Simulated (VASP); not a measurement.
A run of VASP 6.6.1 is set up as follows.

INCAR

```
SYSTEM = Y
PREC = Accurate
ENCUT = 500
EDIFF = 1E-6
ISMEAR = -1
SIGMA = 0.1
LREAL = .False.
LASPH = .True.
NELM = 120
ALGO = Normal
ISIF = 2
LWAVE = .False.
LCHARG = .False.
GGA = PS
NBANDS = 18
GGA_COMPAT = .False.
```

The input KPOINTS:

```
regular mesh
0
Gamma
  6 6 6
  0 0 0
```

POSCAR

```
Y
1.0
    0.0000000000      2.8178363579      2.8178363579
    2.8178363579      0.0000000000      2.8178363579
    2.8178363579      2.8178363579      0.0000000000
Y
2
Direct
    1.0000000000      1.0000000000      1.0000000000
    0.2500000000      0.2500000000      0.2500000000
```

Potentials or basis: VASP PAW PBE potentials, release 64 (Y_sv).

Launch:

```sh
$ cat potpaw_PBE.64/Y_sv/POTCAR > POTCAR
$ mpirun -np 1 vasp_std > vasp.out
```

Estimate the band gap on the k mesh.

zero (bands 11 and 12 overlap by 1.34 eV).

What does it give for the pressure?

20.1 GPa.

Caveat: the cell stands under pressure; the PAW data sets were made with another functional, which shifts forces and pressure a little.
